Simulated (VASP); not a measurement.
Here is a VASP 6.6.1 calculation.

INCAR

```
SYSTEM = Ti
PREC = Accurate
ENCUT = 520
EDIFF = 1E-6
ISMEAR = -1
SIGMA = 0.1
LREAL = .FALSE.
LASPH = .TRUE.
NELM = 100
ALGO = Normal
ISIF = 2
LWAVE = .FALSE.
LCHARG = .FALSE.
GGA = PS
NBANDS = 25
```

File KPOINTS:

```
regular mesh
0
G
  7 7 10
  0 0 0
```

The input POSCAR:

```
Ti
1.0
    4.6000000000      0.0000000000      0.0000000000
   -2.3000000000      3.9837168600      0.0000000000
    0.0000000000      0.0000000000      2.8200000000
Ti
3
Direct
    0.0000000000      0.0000000000      0.0000000000
    0.3333333300      0.6666666700      0.5000000000
    0.6666666700      0.3333333300      0.5000000000
```

Potentials or basis: VASP PAW PBE potentials, release 64 (Ti_sv).

The run is started by

```sh
$ cat potpaw_PBE.64/Ti_sv/POTCAR > POTCAR
$ mpirun -np 1 vasp_std > vasp.out
```

(1) Predict the band gap on the k mesh.

(2) What does it give for the pressure?

## Answers

(1) zero (band 18 reaches 8.33 eV, above the bottom of band 19 at 8.09 eV).

(2) -5.0 GPa.

Caveat: the PAW data sets were made with another functional, which shifts forces and pressure a little.
